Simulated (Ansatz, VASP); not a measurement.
One calculation of MgO, two programs

```
Mg O
1.0
     3.28936   -0.00003    0.00003
    -1.64471    2.84881    0.00002
     0.00005    0.00007    5.03110
Mg O
2 2
Direct
  0.33333 0.66667 0.00481
  0.66666 0.33332 0.50481
  0.33335 0.66668 0.39979
  0.66665 0.33333 0.89979
```

Change from the starting cell: all atoms moved at random, sigma 0.15 Å a component; relaxed back.

Alike in both runs: functional r2SCAN; k mesh 6 × 6 × 4; occupations gaussian, width 0.05 eV; no spin polarisation.

Ansatz relaxed the structure, and its values are those at the end. VASP's run is a single point on that final structure, the one shown.

```csv
,VASP,Ansatz
version,VASP 6.6.1,Ansatz 0.2.0
potentials or method,"VASP PAW PBE potentials, release 64 (Mg, O), cutoff 520 eV","scalar-relativistic, plane waves, PAW"
valence electrons in the cell,16,32
```

Ansatz gave:

| Item | Value |
| --- | --- |
| gap on the k mesh at the Fermi level (eV) | 4.22 |
| least direct gap on the mesh (eV) | 4.22 |
| pressure (GPa) | 0.0 |

**Question.** Which values does VASP return?

**Answer.** gap on the k mesh at the Fermi level (eV): 4.20; least direct gap on the mesh (eV): 4.20; pressure (GPa): -0.6.

VASP's potentials were made for PBE, not for r2SCAN. The functional is the same, so the differences come from potentials, cutoffs and numerics. VASP's potentials hold 16 valence electrons a cell and Ansatz's 32, so a difference there can come from the potentials and not from the codes.
